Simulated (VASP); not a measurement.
# AlN (AlN (P6_3mc)) in VASP: notebook

The runs below take AlN (AlN (P6_3mc)) through single point, with PBE.

Program: VASP 6.6.1. These are calculated values, not measurements. Logs are shortened: lines on timing, memory, paths and dates and some standing lists are left out, and cuts for length are marked.

## (1) The cell of the first run

The typed cell holds 4 atoms: a = 3.130 Å, b = 3.130 Å, c = 5.017 Å, α = 90.00°, β = 90.00°, γ = 120.00°.

## (2) Single point, PBE

INCAR reads:

```
SYSTEM = AlN
ALGO = Normal
EDIFF = 1E-6
ENCUT = 520
GGA = PE
ISIF = 2
ISMEAR = 0
LASPH = .TRUE.
LCHARG = .FALSE.
LREAL = .FALSE.
LWAVE = .FALSE.
NBANDS = 16
NELM = 80
PREC = Accurate
SIGMA = 0.01
```

KPOINTS reads:

```
Automatic mesh
0
Gamma
  2 2 2
  0.25 0.25 0.25
```

POSCAR reads:

```
AlN
1.0
    3.1297569654      0.0000000309      0.0000000000
   -1.5648785094      2.7104490242      0.0000000000
    0.0000000000      0.0000000000      5.0174032550
Al N
2 2
Direct
    0.6671048058      0.3329323771      0.5000247798
    0.3329323771      0.6671048058      0.0000247798
    0.6639230872      0.3360397299      0.8799752202
    0.3360397299      0.6639230872      0.3799752202
```

Potentials or basis: VASP PAW PBE potentials, release 64 (Al, N).

Launch:

```bash
$ cat potpaw_PBE.64/Al/POTCAR potpaw_PBE.64/N/POTCAR > POTCAR
$ mpirun -np 1 vasp_std > vasp.out
```

OUTCAR:

```text
SYSTEM = AlN
   EDIFF = 1E-6
   ENCUT = 520
   GGA = PE
   ISIF = 2
   ISMEAR = 0
   LASPH = .TRUE.
   LREAL = .FALSE.
   NELM = 80
   PREC = Accurate

 ion  position               nearest neighbor table
   1  0.667  0.333  0.500-   4 1.89   3 1.91   4 1.91   4 1.91   2 3.09   2 3.09   2 3.09   2 3.09
                             2 3.09   2 3.09
   2  0.333  0.667  0.000-   3 1.89   4 1.91   3 1.91   3 1.91   1 3.09   1 3.09   1 3.09   1 3.09
                             1 3.09   1 3.09
   3  0.664  0.336  0.880-   2 1.89   1 1.91   2 1.91   2 1.91
   4  0.336  0.664  0.380-   1 1.89   2 1.91   1 1.91   1 1.91

  LATTYP: Found a hexagonal cell.
 ALAT       =     3.1297569654
 C/A-ratio  =     1.6031287127

  Lattice vectors:

 A1 = (   3.1297569654,   0.0000000309,   0.0000000000)
 A2 = (  -1.5648785094,   2.7104490242,   0.0000000000)
 A3 = (   0.0000000000,   0.0000000000,   5.0174032550)

Analysis of symmetry for initial positions (statically):
=====================================================================
 Subroutine PRICEL returns:
 Original cell was already a primitive cell.

 Routine SETGRP: Setting up the symmetry group for a
 hexagonal supercell.

 Subroutine GETGRP returns: Found  2 space group operations
 (whereof  1 operations were pure point group operations)
 out of a pool of 24 trial point group operations.

The static configuration has the point symmetry C_1 .
 The point group associated with its full space group is C_1h.

Analysis of symmetry for dynamics (positions and initial velocities):
=====================================================================
 Subroutine PRICEL returns:
 Original cell was already a primitive cell.

 Routine SETGRP: Setting up the symmetry group for a
 hexagonal supercell.

 Subroutine GETGRP returns: Found  2 space group operations
 (whereof  1 operations were pure point group operations)
 out of a pool of 24 trial point group operations.

The dynamic configuration has the point symmetry C_1 .
 The point group associated with its full space group is C_1h.

 Subroutine INISYM returns: Found  2 space group operations
 (whereof  1 operations are pure point group operations),
 and found     1 'primitive' translations

----------------------------------------------------------------------------------------

                                     Primitive cell

  volume of cell :      42.5629

  direct lattice vectors                    reciprocal lattice vectors
     3.129756965  0.000000031  0.000000000     0.319513625  0.184471282  0.000000000
    -1.564878509  2.710449024  0.000000000    -0.000000004  0.368942557  0.000000000
     0.000000000  0.000000000  5.017403255     0.000000000  0.000000000  0.199306284

  length of vectors
     3.129756965  3.129756965  5.017403255     0.368942557  0.368942557  0.199306284

  position of ions in fractional coordinates (direct lattice)
     0.667104806  0.332932377  0.500024780
     0.332932377  0.667104806  0.000024780
     0.663923087  0.336039730  0.879975220
     0.336039730  0.663923087  0.379975220

  ion indices of the primitive-cell ions
   primitive index   ion index
                 1           1
                 2           2
                 3           3
                 4           4

----------------------------------------------------------------------------------------

 KPOINTS: Automatic mesh

Automatic generation of k-mesh.
 Grid dimensions read from file:
 generate k-points for:    2    2    2

 Generating k-lattice:

  Cartesian coordinates                     Fractional coordinates (reciprocal lattice)
     0.159756813  0.092235641  0.000000000     0.500000000  0.000000000  0.000000000
    -0.000000002  0.184471279  0.000000000    -0.000000000  0.500000000  0.000000000
     0.000000000  0.000000000  0.099653142     0.000000000  0.000000000  0.500000000

  Length of vectors
     0.184471279  0.184471279  0.099653142

  Shift w.r.t. Gamma in fractional coordinates (k-lattice)
     0.250000000  0.250000000  0.250000000

 Subroutine IBZKPT returns following result:
 ===========================================

 Found     28 irreducible k-points:

 Following reciprocal coordinates:
            Coordinates               Weight
  0.125000  0.125000  0.125000      2.000000
 -0.125000  0.250000  0.125000      4.000000
 -0.250000  0.125000  0.125000      4.000000
 -0.125000 -0.125000  0.125000      2.000000
 -0.375000  0.125000  0.125000      4.000000
 -0.125000 -0.250000  0.125000      4.000000
[... 16 lines left out ...]
  0.125000  0.250000 -0.375000      4.000000
 -0.250000  0.375000 -0.375000      4.000000
 [... further k-points ...]
   k-points           NKPTS =     28   k-points in BZ     NKDIM =     28   number of bands    NBANDS=     16
   number of dos      NEDOS =    301   number of ions     NIONS =      4
   total plane-waves  NPLWV =  23040
   dimension x,y,z NGX =    24 NGY =   24 NGZ =   40
   dimension x,y,z NGXF=    48 NGYF=   48 NGZF=   80
   ions per type =               2   2
   NGX,Y,Z   is equivalent  to a cutoff of  12.75, 12.75, 13.25 a.u.
   NGXF,Y,Z  is equivalent  to a cutoff of  25.50, 25.50, 26.51 a.u.
 SYSTEM =  AlN
   PREC   = accura    normal or accurate (medium, high low for compatibility)
   ISTART =      0    job   : 0-new  1-cont  2-samecut
   ICHARG =      2    charge: 1-file 2-atom 10-const
   ISPIN  =      1    spin polarized calculation?
   LNONCOLLINEAR =      F non collinear calculations
   LSORBIT =      F    spin-orbit coupling
   LASPH  =      T    aspherical Exc in radial PAW
   ENCUT  =  520.0 eV  38.22 Ry    6.18 a.u.   5.82  5.82  9.33*2*pi/ulx,y,z
   NELM   =     80;   NELMIN=  2; NELMDL= -5     # of ELM steps
   EDIFF  = 0.1E-05   stopping-criterion for ELM
   LREAL  =      F    real-space projection
   EDIFFG = 0.1E-04   stopping-criterion for IOM
   NSW    =      0    number of steps for IOM
   IBRION =     -1    ionic relax: 0-MD 1-quasi-New 2-CG
   NFREE  =      0    steps in history (QN), initial steepest desc. (CG)
   ISIF   =      2    stress and relaxation
   ISYM   =      2    0-nonsym 1-usesym 2-fastsym
   POTIM  = 0.5000    time-step for ionic-motion
   TEBEG  =    0.0;   TEEND  =   0.0 temperature during run
   PSTRESS=    0.0 pullay stress
   NELECT =      16.0000    total number of electrons
   NUPDOWN=      -1.0000    fix difference up-down
   EMIN   =  10.00;   EMAX   =-10.00  energy-range for DOS
   EFERMI =   0.00;   METHOD = LEGACY
   ISMEAR =     0;   SIGMA  =   0.01  broadening in eV -4-tet -1-fermi 0-gaus
   EFERMI_NEDOS =   21; number of points for ismear=-14 and -15
   IALGO  =     38    algorithm
   IMIX   =      4    mixing-type and parameters
     AMIX     =   0.40;   BMIX     =  1.00
     AMIX_MAG =   1.60;   BMIX_MAG =  1.00
  volume/ion in A,a.u.               =      10.64        71.81
  Fermi-wavevector in a.u.,A,eV,Ry     =   1.181511  2.232733 18.993310  1.395969
  Thomas-Fermi vector in A             =   2.317783
   LORBIT       =      0    0 simple, 1 ext, 2 COOP (PROOUT), +10 PAW based schemes
   GGA     = PE    functional components
   LHFCALC =     F    Hartree Fock is set to
   AEXX    =    0.0000 exact exchange contribution
   IVDW    =     0    specifies the selected vdW correction
   LEPSILON=     F    determine dielectric tensor
   LRPA    =     F    only Hartree local field effects (RPA)
 non-spin polarized calculation
 Gauss-broadening in eV      SIGMA  =   0.01
  energy-cutoff  :      520.00
  volume of cell :       42.56
 maximum number of plane-waves:      1150
   NGX = 11   NGY = 11   NGZ = 19

 number of electron      15.9999998 magnetization

 Free energy of the ion-electron system (eV)
  ---------------------------------------------------
  ext. energy  EPLUGINS =         0.00000000
  ---------------------------------------------------
  free energy    TOTEN  =       -30.16408304 eV

  energy without entropy =      -30.16408304  energy(sigma->0) =      -30.16408304

 E-fermi :   5.6065     XC(G=0): -10.8435

 val. band max:        5.5607906032   @ k =  -0.1250  -0.1250   0.1250
 cond. band min:      11.2966630035   @ k =   0.3750   0.2500   0.1250
 fundamental gap:      5.7358724003
 Fermi energy:         5.6064903176

 k-point     1 :       0.1250    0.1250    0.1250
  band No.  band energies     occupation
      1      -8.5433      2.00000
      2      -6.8847      2.00000
      3       0.8307      2.00000
      4       3.3830      2.00000
      5       3.4076      2.00000
      6       4.5961      2.00000
[... 8 lines left out ...]
     15      18.3643      0.00000
     16      19.3382      0.00000

 k-point     2 :      -0.1250    0.2500    0.1250
  band No.  band energies     occupation
      1      -8.5412      2.00000
      2      -6.8871      2.00000
      3       0.8315      2.00000
      4       3.3650      2.00000
      5       3.4051      2.00000
      6       4.6092      2.00000
[... 8 lines left out ...]
     15      18.1966      0.00000
     16      19.2522      0.00000

 k-point     3 :      -0.2500    0.1250    0.1250
  band No.  band energies     occupation
      1      -8.5412      2.00000
      2      -6.8871      2.00000
      3       0.8315      2.00000
      4       3.3650      2.00000
      5       3.4050      2.00000
      6       4.6092      2.00000
[... 8 lines left out ...]
     15      18.1964      0.00000
     16      19.2523      0.00000

 k-point     4 :      -0.1250   -0.1250    0.1250
  band No.  band energies     occupation
      1      -8.5433      2.00000
      2      -6.8847      2.00000
      3       0.8307      2.00000
      4       3.3829      2.00000
      5       3.4075      2.00000
      6       4.5961      2.00000
[... 8 lines left out ...]
     15      18.3640      0.00000
     16      19.3384      0.00000
[... 324 lines left out ...]
 k-point    22 :       0.3750   -0.1250   -0.3750
  band No.  band energies     occupation
      1      -7.5760      2.00000
      2      -7.0503      2.00000
      3       1.2211      2.00000
      4       1.6927      2.00000
      5       3.6423      2.00000
      6       4.0504      2.00000
[... 8 lines left out ...]
     15      18.4470      0.00000
     16      19.4503      0.00000

 k-point    23 :       0.1250    0.2500   -0.3750
  band No.  band energies     occupation
      1      -7.5782      2.00000
      2      -7.0494      2.00000
      3       1.2379      2.00000
      4       1.7059      2.00000
      5       3.6268      2.00000
      6       4.0385      2.00000
[... 8 lines left out ...]
     15      18.2729      0.00000
     16      19.3577      0.00000

 k-point    24 :      -0.2500    0.3750   -0.3750
  band No.  band energies     occupation
      1      -7.5737      2.00000
      2      -7.0512      2.00000
      3       1.2075      2.00000
      4       1.6725      2.00000
      5       3.6636      2.00000
      6       4.0612      2.00000
[... 8 lines left out ...]
     15      18.3823      0.00000
     16      19.4105      0.00000

 [... further k-points ...]
[... 5 lines left out ...]
  --------------------------------------------------------------------------------------
  -------------------------------------------------------------------------------------
  Total       -0.4414102     -0.7009298      0.6595062     -0.2247505     -0.0009496     -0.0005482
  in kB      -16.6158331    -26.3848260     24.8255335     -8.4601956     -0.0357439     -0.0206367
  external PRESSURE =      -6.0583752 kB  Pullay stress =       0.0000000 kB

 VOLUME and BASIS-vectors are now :
 -----------------------------------------------------------------------------
  energy-cutoff  :      520.00
  volume of cell :       42.56
      direct lattice vectors                 reciprocal lattice vectors
     3.129756965  0.000000031  0.000000000     0.319513625  0.184471282  0.000000000
    -1.564878509  2.710449024  0.000000000    -0.000000004  0.368942557  0.000000000
     0.000000000  0.000000000  5.017403255     0.000000000  0.000000000  0.199306284

 POSITION                                       TOTAL-FORCE (eV/Angst)
 -----------------------------------------------------------------------------------
      1.56688      0.90240      2.50883         0.115571     -0.068528      0.010695
     -0.00194      1.80815      0.00012        -0.117133      0.065823      0.010695
      1.55206      0.91082      4.41519         0.179127     -0.101616     -0.010695
      0.01276      1.79953      1.90649        -0.177566      0.104321     -0.010695
 -----------------------------------------------------------------------------------
    total drift:                                0.000001      0.000001      0.000437

  FREE ENERGIE OF THE ION-ELECTRON SYSTEM (eV)
  ---------------------------------------------------
  free  energy   TOTEN  =       -30.1640830431 eV

  energy  without entropy=      -30.1640830431  energy(sigma->0) =      -30.16408304
```

It took 12 s on 1 thread of Intel Xeon Platinum 8259CL at 2.50GHz (Skylake/Cascade Lake), shared host; peak memory 0.15 GiB.

What came out:

* Free energy: -30.1641 eV
* Pressure: -0.6 GPa
* Largest force: 0.206 eV/Å
* Band gap on the k mesh: 5.74 eV, indirect (least direct gap 6.33 eV)

Forces in eV/Å, atoms in the order of the input:
```
Al   0.116 -0.069  0.011
Al  -0.117  0.066  0.011
N    0.179 -0.102 -0.011
N   -0.178  0.104 -0.011
```

Levels at points of the mesh, in eV from the valence-band top:
| k point | band 4 | band 5 | band 6 | band 7 | band 8 | band 9 | band 10 | band 11 | band 12 | band 13 |
| --- | --- | --- | --- | --- | --- | --- | --- | --- | --- | --- |
| (0.12, 0.12, 0.12) | -2.18 | -2.15 | -0.96 | -0.26 | 0.00 | 6.35 | 8.45 | 8.86 | 9.38 | 11.71 |

Caveat: the k points lie up to 1.16 Å⁻¹ apart. As with any semilocal functional, this PBE gap is likely too small.

## (3) Single point, PBE

This run uses another cell than the first one: it holds 16 atoms, not 4.

INCAR reads:

```
SYSTEM = AlN
PREC = Accurate
ENCUT = 520
EDIFF = 1E-6
ISMEAR = 0
SIGMA = 0.01
LREAL = Auto
LASPH = .True.
NELM = 60
ALGO = Normal
ISIF = 2
LWAVE = .False.
LCHARG = .True.
GGA = PE
LELF = .True.
LVHAR = .True.
ISYM = 0
NBANDS = 46
```

KPOINTS reads:

```
Automatic mesh
0
Gamma
  1 1 2
  0.25 0.25 0.25
```

POSCAR reads:

```
AlN
1.0
    6.2595139307      0.0000000618      0.0000000000
   -3.1297570188      5.4208980485      0.0000000000
    0.0000000000      0.0000000000      5.0174032550
Al N
8 8
Direct
    0.3335524029      0.1664661886      0.5000247798
    0.1664661886      0.3335524029      1.0000247798
    0.3335524029      0.6664661886      0.5000247798
    0.1664661886      0.8335524029      1.0000247798
    0.8335524029      0.1664661886      0.5000247798
    0.6664661886      0.3335524029      1.0000247798
    0.8335524029      0.6664661886      0.5000247798
    0.6664661886      0.8335524029      1.0000247798
    0.3319615436      0.1680198649      0.8799752202
    0.1680198649      0.3319615436      0.3799752202
    0.3319615436      0.6680198649      0.8799752202
    0.1680198649      0.8319615436      0.3799752202
    0.8319615436      0.1680198649      0.8799752202
    0.6680198649      0.3319615436      0.3799752202
    0.8319615436      0.6680198649      0.8799752202
    0.6680198649      0.8319615436      0.3799752202
```

Potentials or basis: VASP PAW PBE potentials, release 64 (Al, N).

Launch:

```bash
$ cat potpaw_PBE.64/Al/POTCAR potpaw_PBE.64/N/POTCAR > POTCAR
$ mpirun -np 1 vasp_std > vasp.out
```

It took 2.5 min on 1 thread of Intel Xeon Platinum 8259CL at 2.50GHz (Skylake/Cascade Lake), shared host; peak memory 0.29 GiB.

It converged, with:

| Quantity | Value |
| --- | --- |
| Free energy | -120.6577 eV |
| Pressure | -0.6 GPa |
| Largest force | 0.206 eV/Å |
| Band gap on the k mesh | 5.74 eV |

Forces on the atoms (eV/Å):
```
Al   0.117 -0.069  0.012
Al  -0.119  0.067  0.012
Al   0.117 -0.069  0.012
Al  -0.119  0.067  0.012
Al   0.117 -0.069  0.012
Al  -0.119  0.067  0.012
Al   0.117 -0.069  0.012
Al  -0.119  0.067  0.012
N    0.179 -0.102 -0.012
N   -0.177  0.104 -0.012
N    0.179 -0.102 -0.012
N   -0.177  0.104 -0.012
N    0.179 -0.102 -0.012
N   -0.177  0.104 -0.012
N    0.179 -0.102 -0.012
N   -0.178  0.104 -0.012
```

Stress tensor (GPa, compression positive):
```
-1.67 -0.84  0.00
-0.84 -2.64  0.00
 0.00  0.00  2.48
```

Levels at points of the mesh, in eV from the valence-band top:
```tsv
k point	band 28	band 29	band 30	band 31	band 32	band 33	band 34	band 35	band 36	band 37
(0.25, 0.25, 0.12)	-0.67	-0.37	-0.37	-0.26	0.00	5.79	6.35	6.80	6.80	7.43
```

Caveat: the k points lie up to 1.16 Å⁻¹ apart. As with any semilocal functional, this PBE gap is likely too small.

## (4) Single point, PBE

This run uses another cell than the first one: it holds 32 atoms, not 4.

INCAR reads:

```
SYSTEM = AlN
  ALGO = Normal
  EDIFF = 1E-6
  ENCUT = 520
  GGA = PE
  ISIF = 2
  ISMEAR = -1
  LASPH = .True.
  LCHARG = .True.
  LELF = .True.
  LREAL = Auto
  LVHAR = .True.
  LWAVE = .False.
  NBANDS = 86
  NELM = 80
  PREC = Accurate
  SIGMA = 0.01
```

KPOINTS reads:

```
Automatic mesh
0
Gamma
  1 1 1
  0.25 0.25 0.25
```

POSCAR reads:

```
AlN
1.0
    6.2595139326      0.0000000578      0.0000000000
   -3.1297570163      5.4208980521      0.0000000000
    0.0000000000      0.0000000000     10.0348065068
Al N
16 16
Direct
    0.3333333334      0.1666666666      0.2496176868
    0.1666666666      0.3333333334      0.4996176868
    0.3333333334      0.1666666666      0.7496176868
    0.1666666666      0.3333333334      0.9996176868
    0.3333333334      0.6666666666      0.2496176868
    0.1666666666      0.8333333333      0.4996176868
    0.3333333334      0.6666666666      0.7496176868
    0.1666666666      0.8333333333      0.9996176868
    0.8333333333      0.1666666666      0.2496176868
    0.6666666666      0.3333333334      0.4996176868
    0.8333333333      0.1666666666      0.7496176868
    0.6666666666      0.3333333334      0.9996176868
    0.8333333333      0.6666666666      0.2496176868
    0.6666666666      0.8333333333      0.4996176868
    0.8333333333      0.6666666666      0.7496176868
    0.6666666666      0.8333333333      0.9996176868
    0.3333333334      0.1666666666      0.4403823132
    0.1666666666      0.3333333334      0.1903823132
    0.3333333334      0.1666666666      0.9403823132
    0.1666666666      0.3333333334      0.6903823132
    0.3333333334      0.6666666666      0.4403823132
    0.1666666666      0.8333333333      0.1903823132
    0.3333333334      0.6666666666      0.9403823132
    0.1666666666      0.8333333333      0.6903823132
    0.8333333333      0.1666666666      0.4403823132
    0.6666666666      0.3333333334      0.1903823132
    0.8333333333      0.1666666666      0.9403823132
    0.6666666666      0.3333333334      0.6903823132
    0.8333333333      0.6666666666      0.4403823132
    0.6666666666      0.8333333333      0.1903823132
    0.8333333333      0.6666666666      0.9403823132
    0.6666666666      0.8333333333      0.6903823132
```

Launch:

```bash
$ cat potpaw_PBE.64/Al/POTCAR potpaw_PBE.64/N/POTCAR > POTCAR
$ mpirun -np 1 vasp_std > vasp.out
```

It took 82 s on 1 thread of Intel Xeon Platinum 8259CL at 2.50GHz (Skylake/Cascade Lake), shared host; peak memory 0.41 GiB.

Results (log left out):

```yaml
Free_energy: -241.3299 eV
Pressure: -0.6 GPa
Largest_force: 0.109 eV/Å
Band_gap_on_the_k_mesh: 5.76 eV
```

Forces on the atoms (eV/Å):
```
Al   0.000  0.000  0.109
Al   0.000  0.000  0.109
Al   0.000  0.000  0.109
Al   0.000  0.000  0.109
Al   0.000  0.000  0.109
Al   0.000  0.000  0.109
Al   0.000  0.000  0.109
Al   0.000  0.000  0.109
Al   0.000  0.000  0.109
Al   0.000  0.000  0.109
Al   0.000  0.000  0.109
Al   0.000  0.000  0.109
Al   0.000  0.000  0.109
Al   0.000  0.000  0.109
Al   0.000  0.000  0.109
Al   0.000  0.000  0.109
N    0.000  0.000 -0.109
N    0.000  0.000 -0.109
N    0.000  0.000 -0.109
N    0.000  0.000 -0.109
N    0.000  0.000 -0.109
N    0.000  0.000 -0.109
N    0.000  0.000 -0.109
N    0.000  0.000 -0.109
N    0.000  0.000 -0.109
N    0.000  0.000 -0.109
N    0.000  0.000 -0.109
N    0.000  0.000 -0.109
N    0.000  0.000 -0.109
N    0.000  0.000 -0.109
N    0.000  0.000 -0.109
N    0.000  0.000 -0.109
```

Stress tensor (GPa, compression positive):
```
-1.84  0.00  0.00
 0.00 -1.84  0.00
 0.00  0.00  1.78
```

Levels at points of the mesh, in eV from the valence-band top:
```tsv
k point	band 62	band 63	band 64	band 65	band 66	band 67
(0.25, 0.25, 0.25)	-0.37	-0.27	0.00	5.76	6.32	6.48
```

Caveat: the k points lie up to 1.16 Å⁻¹ apart. A k mesh can miss the band edges.

(Continued in part 2 of 2.)
